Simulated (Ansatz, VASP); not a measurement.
Given: the input of a run of Ansatz 0.2.0 on SnSe.

Contents of input.yaml:

```yaml
crystal:
  lattice:
    - [11.2656567555, 0.0, 0.0]
    - [0.0, 4.1333714366, 0.0]
    - [0.0, 0.0, 4.3997223406]
  atoms:
    - { symbol: Sn, position: [0.877, 0.75, 0.909] }
    - { symbol: Sn, position: [0.623, 0.25, 0.409] }
    - { symbol: Sn, position: [0.377, 0.75, 0.591] }
    - { symbol: Sn, position: [0.123, 0.25, 0.091] }
    - { symbol: Se, position: [0.643, 0.75, 0.984] }
    - { symbol: Se, position: [0.857, 0.25, 0.484] }
    - { symbol: Se, position: [0.143, 0.75, 0.516] }
    - { symbol: Se, position: [0.357, 0.25, 0.016] }
hamiltonian:
  xc: revpbe
  pseudopotentials: { kind: paw }
  dispersion: d3bj
kpoints:
  mp_grid: { grid: [3, 6, 6] }
scf:
  occupations: { method: fermi_dirac, width: 0.05 }
output:
  forces: true
  stress: true
  eigenvalues: true
```

Potentials or basis: Ansatz PAW.

Launch:

```console
$ ansatz run input.yaml --threads 2 --pin off --max-ram 5120MiB --backend cpu --events-out ev --progress --plain --runs-dir out
```

**Question.** Translate it to VASP 6.6.1. Potentials there: VASP PAW PBE potentials, release 64 (Sn_d, Se).

**Answer.** As run (the cutoff follows the program's own potentials):

INCAR

```
PREC = Accurate
ENCUT = 520
EDIFF = 1E-6
ISMEAR = -1
SIGMA = 0.05
LREAL = False
LASPH = True
NELM = 100
ALGO = Normal
ISIF = 2
LWAVE = False
LCHARG = False
GGA = RE
IVDW = 12
NBANDS = 50
```

The input KPOINTS:

```
regular mesh
0
Gamma
  3 6 6
```

POSCAR

```
SnSe
1.0
   11.2656567555      0.0000000000      0.0000000000
    0.0000000000      4.1333714366      0.0000000000
    0.0000000000      0.0000000000      4.3997223406
Sn Se
4 4
Direct
    0.8770000000      0.7500000000      0.9090000000
    0.6230000000      0.2500000000      0.4090000000
    0.3770000000      0.7500000000      0.5910000000
    0.1230000000      0.2500000000      0.0910000000
    0.6430000000      0.7500000000      0.9840000000
    0.8570000000      0.2500000000      0.4840000000
    0.1430000000      0.7500000000      0.5160000000
    0.3570000000      0.2500000000      0.0160000000
```

Potentials or basis: VASP PAW PBE potentials, release 64 (Sn_d, Se).

Run with:

```console
$ cat potpaw_PBE.64/Sn_d/POTCAR potpaw_PBE.64/Se/POTCAR > POTCAR
$ mpirun -np 1 vasp_std > vasp.out
```

Both were run:

|  | VASP | Ansatz | Ansatz less VASP |
| --- | --- | --- | --- |
| gap on the k mesh at the Fermi level (eV) | 0.55 | 0.56 | +0.005 |
| least direct gap on the mesh (eV) | 0.73 | 0.74 | +0.010 |
| pressure (GPa) | 1.7 | 1.7 | -0.04 |
| traceless stress, the component that is largest in VASP (GPa) | 2.24 | 2.21 | -0.029 |
| rms of the force components (eV/Å) | 0.317 | 0.308 | -0.0092 |

VASP's potentials were made for PBE, not for revPBE. Atom by atom the forces differ by 0.010 eV/Å (rms over components). VASP's potentials hold 80 valence electrons a cell and Ansatz's 120, so a difference there can come from the potentials and not from the codes.

Noted on Ansatz's run: odd divisions of the mesh miss points on the zone boundary, where band edges often lie, so the gap on the mesh can be too wide.
